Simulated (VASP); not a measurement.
Wanted: the native input for a VASP 6.6.1 run.

```
Task                   : relaxation of cell and atoms
Functional             : PBE
Potentials or basis    : VASP PAW PBE potentials, release 64 (Cl)
Cutoff                 : 600 eV
k mesh                 : 10 × 10 × 10
Occupations            : fermi-dirac, width 0.02 eV
Spin                   : no spin polarisation
Dipole correction      : no
Further INCAR settings : ALGO = Normal; EDIFF = 1e-06; IBRION = 2; EDIFFG = -0.03; NSW = 60; ISIF = 3
```

The structure of Cl lies in POSCAR:

```
Cl
1.0
    1.7750000000      1.7750000000      1.7750000000
   -1.7750000000      1.7750000000      1.7750000000
   -1.7750000000     -1.7750000000      1.7750000000
Cl
1
Direct
    0.0000000000      0.0000000000      0.0000000000
```

One way to write it, as run:

INCAR

```
SYSTEM = Cl
  PREC = Accurate
  ENCUT = 600
  EDIFF = 1E-6
  ISMEAR = -1
  SIGMA = 0.02
  LREAL = .False.
  LASPH = .True.
  NELM = 60
  ALGO = Normal
  ISIF = 3
  LWAVE = .False.
  LCHARG = .False.
  GGA = PE
  IBRION = 2
  NSW = 60
  EDIFFG = -0.03
```

KPOINTS

```
regular mesh
0
Gamma
  10 10 10
  0 0 0
```

Potentials or basis: VASP PAW PBE potentials, release 64 (Cl).

Launch:

```bash
$ cat potpaw_PBE.64/Cl/POTCAR > POTCAR
$ mpirun -np 1 vasp_std > vasp.out
```

It gave:

- Relaxed volume: 21.49 Å³/atom
- Relaxed cell: a = 3.033 Å, b = 3.033 Å, c = 3.033 Å, α = 70.53°, β = 109.47°, γ = 70.53°
- Space group after relaxing (to 0.05 Å): Im-3m (No. 229)
- Energy gained by relaxing: 3.8 meV/atom
- Ionic steps: 3
- Pressure after relaxing: -0.1 GPa

Caveat: an odd number of electrons without spin polarisation forces a metal; a magnetic or distorted state may lie lower.

It took 17 s on 1 thread of Intel(R) Xeon(R) Platinum 8488C (Sapphire Rapids), with other jobs on the host, peak memory 0.15 GiB.
